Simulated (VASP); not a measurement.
# Si16O (a cell with a defect) in VASP: single point with r2SCAN

Aim: the single point of Si16O (a cell with a defect) with r2SCAN.

Program: VASP 6.6.1. These are calculated values, not measurements. Logs are shortened: lines on timing, memory, paths and dates and some standing lists are left out, and cuts for length are marked.

### Step 1. The cell of the first run

The cell holds a defect, 17 atoms: a = 7.679 Å, b = 7.679 Å, c = 7.679 Å, α = 60.00°, β = 60.00°, γ = 60.00°.

### Step 2. Single point, r2SCAN, collinear spin, ferromagnetic start

File POSCAR:

```
Si16O
1.0
    0.0000000000      5.4300000000      5.4300000000
    5.4300000000      0.0000000000      5.4300000000
    5.4300000000      5.4300000000      0.0000000000
Si O
16 1
Direct
   -0.0048993188      0.0090889208      0.0007198210
    0.1333145394      0.1218125419      0.1229176958
    0.0506111877     -0.0214372609      0.4925022222
    0.1071892146      0.1544255457      0.6311790184
   -0.0052310070      0.4949780938      0.0014569272
    0.1346353188      0.6348998017      0.0958284107
    0.0099585834      0.5109050340      0.4691808163
    0.1071178409      0.6075101568      0.6318364949
    0.5096948332      0.0096902393     -0.0290462726
    0.6219613521      0.1218172458      0.1229365406
    0.4783303665     -0.0214283816      0.4925198392
    0.6336198619      0.1338815704      0.5988773564
    0.5087914120      0.4949877938      0.0014624422
    0.6215753764      0.6333717251      0.1234895808
    0.4782654704      0.5503835816      0.4930981598
    0.6535368768      0.6075096698      0.6318388759
    0.3317480317      0.8325532920      0.5039839612
```

File INCAR.step1:

```
PREC     = Accurate       # precision mode
ENCUT    = 520            # plane-wave cutoff, eV
ISMEAR   = 0              # smearing method
SIGMA    = 0.05           # smearing width, eV
LREAL    = Auto         
LASPH    = T              # aspherical terms in the spheres
NELM     = 150            # most SCF steps
ISPIN    = 2              # spin polarisation
MAGMOM   = 0 0 0 0 0 0 0 0 0 0 0 0 0 0 0 0 1 # initial moments
NBANDS   = 53             # bands
GGA      = PE             # functional
ALGO     = Normal         # electronic algorithm
EDIFF    = 1E-4           # SCF threshold, eV
LWAVE    = T              # write WAVECAR
LCHARG   = F              # write CHGCAR
```

File INCAR.step2:

```
PREC     = Accurate       # precision mode
ENCUT    = 520            # plane-wave cutoff, eV
EDIFF    = 1E-6           # SCF threshold, eV
ISMEAR   = 0              # smearing method
SIGMA    = 0.05           # smearing width, eV
LREAL    = Auto         
LASPH    = T              # aspherical terms in the spheres
NELM     = 150            # most SCF steps
ALGO     = Normal         # electronic algorithm
ISIF     = 2              # what is computed and relaxed
LWAVE    = F              # write WAVECAR
LCHARG   = F              # write CHGCAR
ISPIN    = 2              # spin polarisation
MAGMOM   = 0 0 0 0 0 0 0 0 0 0 0 0 0 0 0 0 1 # initial moments
LORBIT   = 11             # projections on sites
METAGGA  = R2SCAN         # meta-GGA
LMIXTAU  = T            
NBANDS   = 53             # bands
ISTART   = 1
```

File KPOINTS:

```
regular mesh
0
Gamma
  2 2 2
```

Potentials or basis: VASP PAW PBE potentials, release 64 (Si, O).

Launch:

```console
$ cat potpaw_PBE.64/Si/POTCAR potpaw_PBE.64/O/POTCAR > POTCAR
$ cp INCAR.step1 INCAR
$ mpirun -np 1 vasp_std > vasp.out
$ cp INCAR.step2 INCAR
$ mpirun -np 1 vasp_std > vasp.out
```

OUTCAR:

```text
PREC = Accurate
   ENCUT = 520
   EDIFF = 1E-6
   ISMEAR = 0
   LREAL = Auto
   LASPH = T
   NELM = 150
   ISIF = 2
   ISPIN = 2
   LORBIT = 11
   METAGGA = R2SCAN
   ISTART = 1

 ion  position               nearest neighbor table
   1  0.995  0.009  0.001-   4 2.32   2 2.34  10 2.34   6 2.35
   2  0.133  0.122  0.123-   3 2.33   1 2.34   5 2.34   9 2.37
   3  0.051  0.979  0.493-  17 1.90   2 2.33   8 2.37   4 2.37  12 2.62
   4  0.107  0.154  0.631-   7 2.25   1 2.32   3 2.37  11 2.37  17 2.55
   5  0.995  0.495  0.001-   8 2.32   2 2.34  14 2.34   6 2.35
   6  0.135  0.635  0.096-   7 2.34   1 2.35  13 2.35   5 2.35
   7  0.010  0.511  0.469-   4 2.25   8 2.25  16 2.25   6 2.34
   8  0.107  0.608  0.632-   7 2.25   5 2.32   3 2.37  15 2.37  17 2.55
   9  0.510  0.010  0.971-  12 2.33  14 2.37  10 2.37   2 2.37
  10  0.622  0.122  0.123-  11 2.33   1 2.34  13 2.34   9 2.37
  11  0.478  0.979  0.493-  17 1.90  10 2.33  16 2.37   4 2.37  12 2.62
  12  0.634  0.134  0.599-   9 2.33  15 2.62  11 2.62   3 2.62
  13  0.509  0.495  0.001-  16 2.32  10 2.34  14 2.34   6 2.35
  14  0.622  0.633  0.123-  15 2.33   5 2.34  13 2.34   9 2.37
  15  0.478  0.550  0.493-  17 1.90  14 2.33  16 2.37   8 2.37  12 2.62
  16  0.654  0.608  0.632-   7 2.25  13 2.32  15 2.37  11 2.37  17 2.55
  17  0.332  0.833  0.504-  11 1.90   3 1.90  15 1.90   4 2.55  16 2.55   8 2.55

  LATTYP: Found a face centered cubic cell.
 ALAT       =    10.8600000000

  Lattice vectors:

 A1 = (   0.0000000000,   5.4300000000,   5.4300000000)
 A2 = (   5.4300000000,   0.0000000000,   5.4300000000)
 A3 = (   5.4300000000,   5.4300000000,   0.0000000000)

Analysis of symmetry for initial positions (statically):
=====================================================================
 Subroutine PRICEL returns:
 Original cell was already a primitive cell.

 Routine SETGRP: Setting up the symmetry group for a
 face centered cubic supercell.

 Subroutine GETGRP returns: Found  1 space group operations
 (whereof  1 operations were pure point group operations)
 out of a pool of 48 trial point group operations.

The static configuration has the point symmetry C_1 .

Analysis of symmetry for dynamics (positions and initial velocities):
=====================================================================
 Subroutine PRICEL returns:
 Original cell was already a primitive cell.

 Routine SETGRP: Setting up the symmetry group for a
 face centered cubic supercell.

 Subroutine GETGRP returns: Found  1 space group operations
 (whereof  1 operations were pure point group operations)
 out of a pool of 48 trial point group operations.

The dynamic configuration has the point symmetry C_1 .

Analysis of structural, dynamic, and magnetic symmetry:
=====================================================================
 Subroutine PRICEL returns:
 Original cell was already a primitive cell.

 Routine SETGRP: Setting up the symmetry group for a
 face centered cubic supercell.

 Subroutine GETGRP returns: Found  1 space group operations
 (whereof  1 operations were pure point group operations)
 out of a pool of 48 trial point group operations.

The overall configuration has the point symmetry C_1 .

 Subroutine INISYM returns: Found  1 space group operations
 (whereof  1 operations are pure point group operations),
 and found     1 'primitive' translations

----------------------------------------------------------------------------------------

                                     Primitive cell

  volume of cell :     320.2060

  direct lattice vectors                    reciprocal lattice vectors
     0.000000000  5.430000000  5.430000000    -0.092081031  0.092081031  0.092081031
     5.430000000  0.000000000  5.430000000     0.092081031 -0.092081031  0.092081031
     5.430000000  5.430000000  0.000000000     0.092081031  0.092081031 -0.092081031

  length of vectors
     7.679179644  7.679179644  7.679179644     0.159489025  0.159489025  0.159489025

  position of ions in fractional coordinates (direct lattice)
     0.995100681  0.009088921  0.000719821
     0.133314539  0.121812542  0.122917696
     0.050611188  0.978562739  0.492502222
[... 67 lines left out ...]
  0.500000  0.500000  0.500000      1.000000
  0.500000  0.500000  0.000000      1.000000
  0.000000  0.500000  0.500000      1.000000
  0.500000  0.000000  0.500000      1.000000
   k-points           NKPTS =      8   k-points in BZ     NKDIM =      8   number of bands    NBANDS=     53
   number of dos      NEDOS =    301   number of ions     NIONS =     17
   total plane-waves  NPLWV = 216000
   dimension x,y,z NGX =    60 NGY =   60 NGZ =   60
   dimension x,y,z NGXF=   120 NGYF=  120 NGZF=  120
   ions per type =              16   1
   NGX,Y,Z   is equivalent  to a cutoff of  12.99, 12.99, 12.99 a.u.
   NGXF,Y,Z  is equivalent  to a cutoff of  25.98, 25.98, 25.98 a.u.
 SYSTEM =  unknown system
   PREC   = accura    normal or accurate (medium, high low for compatibility)
   ISTART =      1    job   : 0-new  1-cont  2-samecut
   ICHARG =      0    charge: 1-file 2-atom 10-const
   ISPIN  =      2    spin polarized calculation?
   LNONCOLLINEAR =      F non collinear calculations
   LSORBIT =      F    spin-orbit coupling
   LASPH  =      T    aspherical Exc in radial PAW
   ENCUT  =  520.0 eV  38.22 Ry    6.18 a.u.  14.28 14.28 14.28*2*pi/ulx,y,z
   NELM   =    150;   NELMIN=  2; NELMDL=  0     # of ELM steps
   EDIFF  = 0.1E-05   stopping-criterion for ELM
   LREAL  =      T    real-space projection
   EDIFFG = 0.1E-04   stopping-criterion for IOM
   NSW    =      0    number of steps for IOM
   IBRION =     -1    ionic relax: 0-MD 1-quasi-New 2-CG
   NFREE  =      0    steps in history (QN), initial steepest desc. (CG)
   ISIF   =      2    stress and relaxation
   ISYM   =      2    0-nonsym 1-usesym 2-fastsym
   POTIM  = 0.5000    time-step for ionic-motion
   TEBEG  =    0.0;   TEEND  =   0.0 temperature during run
   PSTRESS=    0.0 pullay stress
   NELECT =      70.0000    total number of electrons
   NUPDOWN=      -1.0000    fix difference up-down
   EMIN   =  10.00;   EMAX   =-10.00  energy-range for DOS
   EFERMI =   0.00;   METHOD = LEGACY
   ISMEAR =     0;   SIGMA  =   0.05  broadening in eV -4-tet -1-fermi 0-gaus
   EFERMI_NEDOS =   21; number of points for ismear=-14 and -15
   IALGO  =     38    algorithm
   IMIX   =      4    mixing-type and parameters
     AMIX     =   0.40;   BMIX     =  1.00
     AMIX_MAG =   1.60;   BMIX_MAG =  1.00
  volume/ion in A,a.u.               =      18.84       127.11
  Fermi-wavevector in a.u.,A,eV,Ry     =   0.986199  1.863645 13.232857  0.972588
  Thomas-Fermi vector in A             =   2.117562
   LORBIT       =     11    0 simple, 1 ext, 2 COOP (PROOUT), +10 PAW based schemes
   METAGGA = R2SCAN    functional components
   LHFCALC =     F    Hartree Fock is set to
   AEXX    =    0.0000 exact exchange contribution
   IVDW    =     0    specifies the selected vdW correction
   LEPSILON=     F    determine dielectric tensor
   LRPA    =     F    only Hartree local field effects (RPA)
 spin polarized calculation
 Gauss-broadening in eV      SIGMA  =   0.05
  energy-cutoff  :      520.00
  volume of cell :      320.21
 maximum number of plane-waves:      8646
 NGX is ok and might be reduce to    60
   NGX = 29   NGY = 29   NGZ = 29

 number of electron      69.9999999 magnetization       0.0000000

 number of electron      69.9999999 magnetization      -0.0000000

 Free energy of the ion-electron system (eV)
  ---------------------------------------------------
  ext. energy  EPLUGINS =         0.00000000
  ---------------------------------------------------
  free energy    TOTEN  =      -144.99233247 eV

  energy without entropy =     -144.99232518  energy(sigma->0) =     -144.99232883

 E-fermi :   6.3725     XC(G=0): -10.0026

 val. band max:        6.2387887737   @ k =   0.0000   0.0000   0.5000
 cond. band min:       6.5099409398   @ k =   0.0000   0.0000   0.0000
 fundamental gap:      0.2711521661
 Fermi energy:         6.3724662031

 spin component 1

 k-point     1 :       0.0000    0.0000    0.0000
  band No.  band energies     occupation
      1     -15.6042      1.00000
      2      -6.3902      1.00000
      3      -4.8361      1.00000
      4      -4.8329      1.00000
      5      -4.3385      1.00000
      6      -3.6629      1.00000
[... 389 lines left out ...]
     46      10.5941      0.00000
     47      10.6697      0.00000
 Fermi energy:         6.3724662031

 spin component 2

 k-point     1 :       0.0000    0.0000    0.0000
  band No.  band energies     occupation
      1     -15.6042      1.00000
      2      -6.3902      1.00000
      3      -4.8361      1.00000
      4      -4.8329      1.00000
      5      -4.3385      1.00000
      6      -3.6629      1.00000
[... 389 lines left out ...]
     46      10.5941      0.00000
     47      10.6697      0.00000
 [bands above 47 left out]

------------------------ aborting loop because EDIFF is reached ----------------------------------------

  FORCE on cell =-STRESS in cart. coord.  units (eV):
  Direction    XX          YY          ZZ          XY          YZ          ZX
  --------------------------------------------------------------------------------------
  -------------------------------------------------------------------------------------
  Total        4.9159284      4.9142645      4.9133407      0.3640202     -0.3808807     -0.3633088
  in kB       24.5972554     24.5889298     24.5843076      1.8214052     -1.9057680     -1.8178457
  external PRESSURE =      24.5901643 kB  Pullay stress =       0.0000000 kB

 VOLUME and BASIS-vectors are now :
 -----------------------------------------------------------------------------
  energy-cutoff  :      520.00
  volume of cell :      320.21
      direct lattice vectors                 reciprocal lattice vectors
     0.000000000  5.430000000  5.430000000    -0.092081031  0.092081031  0.092081031
     5.430000000  0.000000000  5.430000000     0.092081031 -0.092081031  0.092081031
     5.430000000  5.430000000  0.000000000     0.092081031  0.092081031 -0.092081031

 POSITION                                       TOTAL-FORCE (eV/Angst)
 -----------------------------------------------------------------------------------
      0.05326      5.40731      5.45275        -0.001518     -0.004208      0.003870
      1.32889      1.39134      1.38534         0.003893      0.003055      0.001321
      7.98788      2.94911      5.58841         0.017500     -0.036680     -0.010340
      4.26583      4.00934      1.42057        -0.005307      0.003299     -0.002501
      2.69564      5.40951      8.08933        -0.006083     -0.007867      0.006460
      3.96785      1.25142      4.17858         0.001038      0.002218     -0.002228
[... 9 lines left out ...]
      6.72966      6.97959      6.84748         0.001862      0.000913      0.000605
      7.25740      4.53802      6.32216        -0.014100      0.005472     -0.006759
 -----------------------------------------------------------------------------------
    total drift:                               -0.006036     -0.004977      0.004938

  FREE ENERGIE OF THE ION-ELECTRON SYSTEM (eV)
  ---------------------------------------------------
  free  energy   TOTEN  =      -144.9923324748 eV

  energy  without entropy=     -144.9923251848  energy(sigma->0) =     -144.99232883

 total charge

# of ion       s       p       d       tot
------------------------------------------
    1        0.735   0.984   0.000   1.719
    2        0.740   0.981   0.000   1.721
    3        0.729   0.901   0.000   1.630
    4        0.764   0.969   0.000   1.733
    5        0.735   0.984   0.000   1.719
    6        0.737   0.974   0.000   1.711
[... 9 lines left out ...]
   16        0.764   0.969   0.000   1.733
   17        1.601   3.481   0.000   5.082
--------------------------------------------------
tot         13.538  18.781   0.000  32.319

 magnetization (x)

# of ion       s       p       d       tot
------------------------------------------
    1        0.000  -0.000   0.000  -0.000
    2       -0.000  -0.000   0.000  -0.000
    3       -0.000   0.000   0.000  -0.000
    4       -0.000  -0.000   0.000  -0.000
    5        0.000   0.000   0.000   0.000
    6        0.000   0.000   0.000   0.000
[... 9 lines left out ...]
   16       -0.000  -0.000   0.000  -0.000
   17       -0.000   0.000   0.000   0.000
--------------------------------------------------
tot         -0.000   0.000   0.000  -0.000
```

Wall time 15 min (1 thread of Intel Xeon Platinum 8488C (Sapphire Rapids), shared host); peak memory 0.83 GiB.

What came out:

```yaml
Free_energy: -144.9923 eV
Pressure: 2.5 GPa
Largest_force: 0.042 eV/Å
Band_gap_on_the_k_mesh: zero (filled and empty bands overlap)
Net_moment: 0.00 μB per cell
Valence_electrons_inside_the_program's_atomic_spheres: Si 1.72, 1.63, 1.73, 1.71, 1.79, 1.62 (each value once); O 5.08
```

Forces on the atoms (eV/Å):
```
Si  -0.002 -0.004  0.004
Si   0.004  0.003  0.001
Si   0.018 -0.037 -0.010
Si  -0.005  0.003 -0.003
Si  -0.006 -0.008  0.006
Si   0.001  0.002 -0.002
Si  -0.002  0.001 -0.001
Si   0.002  0.000  0.000
Si   0.011  0.007 -0.008
Si   0.004 -0.001 -0.002
Si   0.017  0.010  0.037
Si   0.011  0.020 -0.019
Si  -0.007 -0.006  0.008
Si  -0.005 -0.001  0.000
Si  -0.029  0.005 -0.006
Si   0.002  0.001  0.001
O   -0.014  0.005 -0.007
```

Stress tensor (GPa, compression positive):
```
 2.46  0.18 -0.18
 0.18  2.46 -0.19
-0.18 -0.19  2.46
```

Caveat: the k points lie up to 0.50 Å⁻¹ apart; the PAW data sets were made with another functional, which shifts forces and pressure a little.

The gap in the log of VASP goes by the Fermi energy; the results here count the filled bands.